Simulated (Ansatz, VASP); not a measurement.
# HfN: VASP beside Ansatz

The input INCAR:

```
SYSTEM = HfN
ALGO = Normal
EDIFF = 1E-6
ENCUT = 520
GGA = PS
ISIF = 2
ISMEAR = 0
LASPH = .TRUE.
LCHARG = .TRUE.
LELF = .TRUE.
LREAL = .FALSE.
LVHAR = .TRUE.
LWAVE = .FALSE.
NBANDS = 14
NELM = 80
PREC = Accurate
SIGMA = 0.15
```

KPOINTS

```
k-points
0
G
  18 18 18
  0 0 0
```

The input POSCAR:

```
HfN
1.0
    0.0000000000      2.4397200000      2.1686400000
    2.4397200000      0.0000000000      2.1686400000
    2.4397200000      2.4397200000      0.0000000000
Hf N
1 1
Direct
    0.0000000000      0.0000000000      0.0000000000
    0.5000000000      0.5000000000      0.5000000000
```

Input for Ansatz:

```yaml
crystal:
  lattice:
    - [0.0, 2.43972, 2.16864]
    - [2.43972, 0.0, 2.16864]
    - [2.43972, 2.43972, 0.0]
  atoms:
    - { symbol: Hf, position: [0.0, 0.0, 0.0] }
    - { symbol: "N", position: [0.5, 0.5, 0.5] }
basis:
  ecutwfc: 420
kpoints:
  mp_grid: { grid: [18, 18, 18] }
hamiltonian:
  xc: pbesol
scf:
  occupations: { method: gaussian, width: 0.15 }
output:
  forces: true
  stress: true
  eigenvalues: true
```

Change from the starting cell: strain +0.080 along x and y, -0.040 along z, atoms carried along.

Alike in both runs: task single point; functional PBEsol; k mesh 18 × 18 × 18; occupations gaussian, width 0.15 eV; no spin polarisation.

|  | VASP | Ansatz |
| --- | --- | --- |
| version | VASP 6.6.1 | Ansatz 0.2.0 |
| potentials or method | VASP PAW PBE potentials, release 64 (Hf_pv, N), cutoff 520 eV | scalar-relativistic, plane waves, PAW |
| valence electrons in the cell | 15 | 31 |

VASP gave:

| Quantity | Value |
| --- | --- |
| gap on the k mesh at the Fermi level (eV) | none |
| pressure (GPa) | -21.5 |
| traceless stress, the component that is largest in VASP (GPa) | 26.57 |

Question: Which values does Ansatz return?

Answer: gap on the k mesh at the Fermi level (eV): none; pressure (GPa): -19.7; traceless stress, the component that is largest in VASP (GPa): 26.86.

VASP's potentials were made for PBE, not for PBEsol. A gap of «none» marks a metal or a gap that the smearing closes. VASP's potentials hold 15 valence electrons a cell and Ansatz's 31, so a difference there can come from the potentials and not from the codes.

Neither program's run includes spin-orbit coupling.
